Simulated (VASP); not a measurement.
# Al7InAs8 (P1) in VASP: single point with PBEsol

Aim: the single point of Al7InAs8 with PBEsol.

Everything below comes from runs of VASP 6.6.1. Logs are shortened: lines on timing, memory, paths and dates and some standing lists are left out, and cuts for length are marked.

**1. The cell of the first run**

The typed cell holds 64 atoms: a = 11.445 Å, b = 11.445 Å, c = 11.445 Å, α = 90.00°, β = 90.00°, γ = 90.00°.

**2. Single point, PBEsol**

Input file INCAR:

```
SYSTEM = Al7InAs8
PREC = Accurate
ENCUT = 520
EDIFF = 1E-6
ISMEAR = -1
SIGMA = 0.05
LREAL = Auto
LASPH = .True.
NELM = 100
ALGO = Normal
ISIF = 2
LWAVE = .False.
LCHARG = .False.
GGA = PS
NBANDS = 186
ISYM = 0
```

Input file KPOINTS:

```
Automatic mesh
0
Gamma
  1 1 1
  0.25 0.25 0.25
```

Input file POSCAR:

```
Al7InAs8
1.0
   11.4448782043      0.0000000000      0.0000000000
    0.0000000000     11.4448782043      0.0000000000
    0.0000000000      0.0000000000     11.4448782043
Al In As
28 4 32
Direct
    0.9998650000      0.9980410000      0.9978240000
    0.9992570000      0.5017540000      0.9983390000
    0.0000790000      0.5022050000      0.5022090000
    0.4994390000      0.0004560000      0.0003000000
    0.4989770000      0.0000880000      0.4999090000
    0.4990690000      0.5001460000      0.9997250000
    0.4995780000      0.5005480000      0.5005200000
    0.2498150000      0.2492690000      0.9964240000
    0.2524820000      0.2521280000      0.5036090000
    0.2479250000      0.7496320000      0.0011030000
    0.2498450000      0.7476690000      0.4980160000
    0.7498110000      0.2498460000      0.9960810000
    0.7482920000      0.2513010000      0.5040380000
    0.7520820000      0.7495380000      0.0022340000
    0.7498300000      0.7481710000      0.4977380000
    0.2518210000      0.9961780000      0.2471180000
    0.2501150000      0.0014070000      0.7518690000
    0.2501160000      0.5036580000      0.2496550000
    0.2479120000      0.4987590000      0.7497700000
    0.7479560000      0.9957000000      0.2478470000
    0.7501950000      0.0019640000      0.7515100000
    0.7502210000      0.5041380000      0.2493010000
    0.7516660000      0.4980370000      0.7500780000
    0.0000080000      0.2526350000      0.7524450000
    0.9999040000      0.7481960000      0.2481760000
    0.9995350000      0.7484470000      0.7516890000
    0.5003030000      0.2503340000      0.7502370000
    0.5001870000      0.7499560000      0.2499320000
    0.0009340000      0.9989220000      0.5026210000
    0.0011690000      0.2525900000      0.2492000000
    0.5012380000      0.2516010000      0.2509280000
    0.5015640000      0.7516080000      0.7508500000
    0.1310630000      0.1181670000      0.1179520000
    0.1307800000      0.1335590000      0.6333880000
    0.1233980000      0.6246700000      0.1245750000
    0.1251500000      0.6263660000      0.6261230000
    0.6307530000      0.1197590000      0.1185930000
    0.6235980000      0.1246290000      0.6260450000
    0.6237250000      0.6259420000      0.1244960000
    0.6310200000      0.6184680000      0.6197540000
    0.3677010000      0.3802240000      0.1191530000
    0.3769960000      0.3765720000      0.6267620000
    0.3768420000      0.8732700000      0.1234260000
    0.3675960000      0.8801870000      0.6191560000
    0.8678500000      0.3818820000      0.1176340000
    0.8769680000      0.3744830000      0.6256800000
    0.8771220000      0.8743800000      0.1256200000
    0.8675330000      0.8675620000      0.6320150000
    0.3678310000      0.1195740000      0.3797540000
    0.3769420000      0.1251390000      0.8747520000
    0.3769370000      0.6250850000      0.3748120000
    0.3682510000      0.6198740000      0.8797080000
    0.8611720000      0.1245830000      0.3746160000
    0.8770080000      0.1258210000      0.8743040000
    0.8770420000      0.6257330000      0.3743770000
    0.8743800000      0.6250410000      0.8749560000
    0.1325860000      0.3830060000      0.3827400000
    0.1238250000      0.3758730000      0.8759100000
    0.1299080000      0.8677400000      0.3675270000
    0.1251860000      0.8741080000      0.8739510000
    0.6324930000      0.3831750000      0.3818440000
    0.6240350000      0.3756850000      0.8743770000
    0.6236840000      0.8742710000      0.3754990000
    0.6325020000      0.8818930000      0.8834000000
```

Potentials or basis: VASP PAW PBE potentials, release 64 (Al, In_d, As).

Command:

```
cat potpaw_PBE.64/Al/POTCAR potpaw_PBE.64/In_d/POTCAR potpaw_PBE.64/As/POTCAR > POTCAR
mpirun -np 1 vasp_std > vasp.out
```

OUTCAR:

```text
SYSTEM = Al7InAs8
   PREC = Accurate
   ENCUT = 520
   EDIFF = 1E-6
   ISMEAR = -1
   LREAL = Auto
   LASPH = .True.
   NELM = 100
   ISIF = 2
   GGA = PS
   ISYM = 0

 ion  position               nearest neighbor table
   1  1.000  0.998  0.998-  33 2.46  60 2.47  54 2.47  47 2.47
   2  0.999  0.502  0.998-  45 2.45  56 2.46  58 2.46  35 2.47
   3  0.000  0.502  0.502-  57 2.46  36 2.47  46 2.47  55 2.47
   4  0.499  0.000  0.000-  64 2.44  37 2.44  50 2.46  43 2.46
   5  0.499  0.000  0.500-  44 2.45  49 2.45  63 2.48  38 2.48
   6  0.499  0.500  1.000-  52 2.45  41 2.45  62 2.48  39 2.48
[... 56 lines left out ...]
  63  0.624  0.874  0.375-  28 2.47  20 2.47  15 2.47   5 2.48
  64  0.633  0.882  0.883-   4 2.44  21 2.45  14 2.45  32 2.60

IMPORTANT INFORMATION: All symmetrisations will be switched off!
NOSYMM: (Re-)initialisation of all symmetry stuff for point group C_1.

----------------------------------------------------------------------------------------

                                     Primitive cell

  volume of cell :    1499.1101

  direct lattice vectors                    reciprocal lattice vectors
    11.444878204  0.000000000  0.000000000     0.087375329  0.000000000  0.000000000
     0.000000000 11.444878204  0.000000000     0.000000000  0.087375329  0.000000000
     0.000000000  0.000000000 11.444878204     0.000000000  0.000000000  0.087375329

  length of vectors
    11.444878204 11.444878204 11.444878204     0.087375329  0.087375329  0.087375329

  position of ions in fractional coordinates (direct lattice)
     0.999865000  0.998041000  0.997824000
     0.999257000  0.501754000  0.998339000
     0.000079000  0.502205000  0.502209000
     0.499439000  0.000456000  0.000300000
     0.498977000  0.000088000  0.499909000
     0.499069000  0.500146000  0.999725000
[... 56 lines left out ...]
     0.623684000  0.874271000  0.375499000
     0.632502000  0.881893000  0.883400000

  ion indices of the primitive-cell ions
   primitive index   ion index
                 1           1
                 2           2
                 3           3
                 4           4
                 5           5
                 6           6
[... 56 lines left out ...]
                63          63
                64          64

----------------------------------------------------------------------------------------

 KPOINTS: Automatic mesh

Automatic generation of k-mesh.
 Grid dimensions read from file:
 generate k-points for:    1    1    1
[... 47 lines left out ...]
   IBRION =     -1    ionic relax: 0-MD 1-quasi-New 2-CG
   NFREE  =      0    steps in history (QN), initial steepest desc. (CG)
   ISIF   =      2    stress and relaxation
   ISYM   =      0    0-nonsym 1-usesym 2-fastsym
   POTIM  = 0.5000    time-step for ionic-motion
   TEBEG  =    0.0;   TEEND  =   0.0 temperature during run
   PSTRESS=    0.0 pullay stress
   NELECT =     296.0000    total number of electrons
   NUPDOWN=      -1.0000    fix difference up-down
   EMIN   =  10.00;   EMAX   =-10.00  energy-range for DOS
   EFERMI =   0.00;   METHOD = LEGACY
   ISMEAR =    -1;   SIGMA  =   0.05  broadening in eV -4-tet -1-fermi 0-gaus
   EFERMI_NEDOS =   21; number of points for ismear=-14 and -15
   IALGO  =     38    algorithm
   IMIX   =      4    mixing-type and parameters
     AMIX     =   0.40;   BMIX     =  1.00
     AMIX_MAG =   1.60;   BMIX_MAG =  1.00
  volume/ion in A,a.u.               =      23.42       158.07
  Fermi-wavevector in a.u.,A,eV,Ry     =   0.953296  1.801467 12.364599  0.908772
  Thomas-Fermi vector in A             =   2.081937
   LORBIT       =      0    0 simple, 1 ext, 2 COOP (PROOUT), +10 PAW based schemes
   GGA     = PS    functional components
   LHFCALC =     F    Hartree Fock is set to
   AEXX    =    0.0000 exact exchange contribution
   IVDW    =     0    specifies the selected vdW correction
   LEPSILON=     F    determine dielectric tensor
   LRPA    =     F    only Hartree local field effects (RPA)
 non-spin polarized calculation
  energy-cutoff  :      520.00
  volume of cell :     1499.11
 maximum number of plane-waves:     40339
 NGX is ok and might be reduce to    90
   NGX = 43   NGY = 43   NGZ = 43

 number of electron     295.9999991 magnetization

 Free energy of the ion-electron system (eV)
  ---------------------------------------------------
  ext. energy  EPLUGINS =         0.00000000
  ---------------------------------------------------
  free energy    TOTEN  =      -315.53274230 eV

  energy without entropy =     -315.53274225  energy(sigma->0) =     -315.53274228

 E-fermi :   4.6364     XC(G=0):  -9.1932

 val. band max:        3.7131951132   @ k =  -0.2500   0.2500   0.2500
 cond. band min:       5.5758421288   @ k =  -0.2500   0.2500   0.2500
 fundamental gap:      1.8626470156
 Fermi energy:         4.6364257922

 k-point     1 :       0.2500    0.2500    0.2500
  band No.  band energies     occupation
      1     -10.2225      2.00000
      2     -10.1774      2.00000
      3     -10.1671      2.00000
      4     -10.1633      2.00000
      5     -10.1584      2.00000
      6     -10.1579      2.00000
[... 641 lines left out ...]
    159       6.5256      0.00000
    160       6.5301      0.00000
 [bands above 160 left out]

------------------------ aborting loop because EDIFF is reached ----------------------------------------

  FORCE on cell =-STRESS in cart. coord.  units (eV):
  Direction    XX          YY          ZZ          XY          YZ          ZX
  --------------------------------------------------------------------------------------
  -------------------------------------------------------------------------------------
  Total        2.2802040      2.3669758      2.3635124     -0.0879063     -0.0840644     -0.1278654
  in kB        2.4369732      2.5297108      2.5260092     -0.0939501     -0.0898440     -0.1366565
  external PRESSURE =       2.4975644 kB  Pullay stress =       0.0000000 kB

 VOLUME and BASIS-vectors are now :
 -----------------------------------------------------------------------------
  energy-cutoff  :      520.00
  volume of cell :     1499.11
      direct lattice vectors                 reciprocal lattice vectors
    11.444878204  0.000000000  0.000000000     0.087375329  0.000000000  0.000000000
     0.000000000 11.444878204  0.000000000     0.000000000  0.087375329  0.000000000
     0.000000000  0.000000000 11.444878204     0.000000000  0.000000000  0.087375329

 POSITION                                       TOTAL-FORCE (eV/Angst)
 -----------------------------------------------------------------------------------
     11.44333     11.42246     11.41997         0.013649     -0.002360     -0.003322
     11.43637      5.74251     11.42587         0.013222     -0.002712      0.018714
      0.00090      5.74768      5.74772         0.002536      0.015115      0.010670
      5.71602      0.00522      0.00343         0.006673      0.000434      0.009260
      5.71073      0.00101      5.72140         0.008278      0.007453      0.004218
      5.71178      5.72411     11.44173         0.007575      0.008588      0.003516
[... 56 lines left out ...]
      7.13799     10.00593      4.29754        -0.004132     -0.010566     -0.009435
      7.23891     10.09316     10.11041        -0.045867     -0.042829     -0.049908
 -----------------------------------------------------------------------------------
    total drift:                               -0.008222      0.034926      0.040761

  FREE ENERGIE OF THE ION-ELECTRON SYSTEM (eV)
  ---------------------------------------------------
  free  energy   TOTEN  =      -315.5327423045 eV

  energy  without entropy=     -315.5327422547  energy(sigma->0) =     -315.53274228
```

It took 1.7 h on 1 thread of AMD EPYC, shared host; peak memory 1.7 GiB.

Results:

- Free energy: -315.5327 eV
- Pressure: 0.2 GPa
- Largest force: 0.080 eV/Å
- Band gap on the k mesh: 1.86 eV

Forces in eV/Å, atoms in the order of the input:
```
Al   0.014 -0.002 -0.003
Al   0.013 -0.003  0.019
Al   0.003  0.015  0.011
Al   0.007  0.000  0.009
Al   0.008  0.007  0.004
Al   0.008  0.009  0.004
Al   0.011 -0.003 -0.005
Al  -0.002  0.017 -0.003
Al   0.020  0.009 -0.003
Al   0.020  0.007  0.006
Al   0.000  0.022 -0.002
Al  -0.003  0.011  0.011
Al   0.021 -0.003  0.008
Al   0.012  0.003  0.008
Al  -0.002 -0.001  0.018
Al  -0.004  0.011  0.019
Al   0.016  0.003  0.004
Al   0.013  0.010  0.005
Al   0.012 -0.003  0.018
Al  -0.011  0.012  0.008
Al   0.016  0.018 -0.003
Al   0.017  0.003  0.006
Al   0.008  0.014  0.005
Al   0.009  0.009  0.009
Al   0.015 -0.004 -0.004
Al   0.004  0.021 -0.005
Al   0.012  0.007  0.008
Al   0.008  0.012  0.006
In  -0.008  0.004 -0.015
In  -0.012 -0.013 -0.003
In  -0.002 -0.001  0.011
In  -0.006  0.002  0.005
As   0.021  0.008  0.026
As  -0.018 -0.042 -0.036
As  -0.029 -0.014 -0.014
As  -0.026 -0.014 -0.011
As   0.022  0.013  0.002
As  -0.005 -0.015 -0.010
As  -0.008 -0.013 -0.008
As   0.026  0.026  0.011
As   0.010  0.014  0.016
As  -0.005 -0.003 -0.021
As  -0.009 -0.008 -0.024
As   0.007  0.026  0.009
As   0.000  0.030 -0.010
As  -0.009 -0.016 -0.004
As  -0.016 -0.017 -0.009
As  -0.001 -0.018  0.039
As  -0.015  0.010  0.015
As  -0.005 -0.022  0.000
As  -0.002 -0.019 -0.011
As  -0.007  0.006  0.026
As   0.039  0.026  0.035
As  -0.010 -0.011 -0.022
As  -0.010 -0.010 -0.015
As  -0.018 -0.015 -0.006
As  -0.027 -0.048 -0.036
As  -0.018  0.009  0.003
As   0.029  0.017  0.015
As  -0.023 -0.001 -0.003
As  -0.055 -0.025 -0.047
As  -0.004 -0.015 -0.006
As  -0.004 -0.011 -0.009
As  -0.046 -0.043 -0.050
```

Caveat: the PAW data sets were made with another functional, which shifts forces and pressure a little; spin-orbit coupling is left out, which moves the levels of the heavy elements; a shifted mesh leaves out Γ, where band edges can lie. A k mesh can miss the band edges.
